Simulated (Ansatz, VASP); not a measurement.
## Two plane-wave programs on C

```xyz
2
Lattice="2.4562 0.0000 0.0000 -1.2281 2.1271 0.0000 0.0000 0.0000 8.5238" Properties=species:S:1:pos:R:3 pbc="T T T"
C     0.0000    1.4181    0.0000
C     1.2281    0.7090    0.0000
```

Alike in both runs: task relaxation of cell and atoms; functional LDA; k mesh 15 × 15 × 4; no spin polarisation.

|  | VASP | Ansatz |
| --- | --- | --- |
| version | VASP 6.6.1 | Ansatz 0.2.0 |
| potentials or method | VASP PAW LDA potentials, release 64 (C), cutoff 600 eV | plane waves, PAW |
| occupations | fermi-dirac, width 0.1 eV | fermi-dirac |
| valence electrons in the cell | 8 | 8 |

```csv
,VASP,Ansatz,Ansatz less VASP
relaxed volume (Å³/atom),9.23,22.06,+12.828
relaxed cell length with the largest relative difference (Å),3.565,8.524,+4.9591
```

LDA's correlation is that of Perdew and Zunger in VASP and of Perdew and Wang (1992) in Ansatz. One of these differences is far larger than is usual between the two programs; its cause wasn't traced.

Noted on VASP's run: the volume moved by over 15 % at a fixed basis, so the end points are rough.
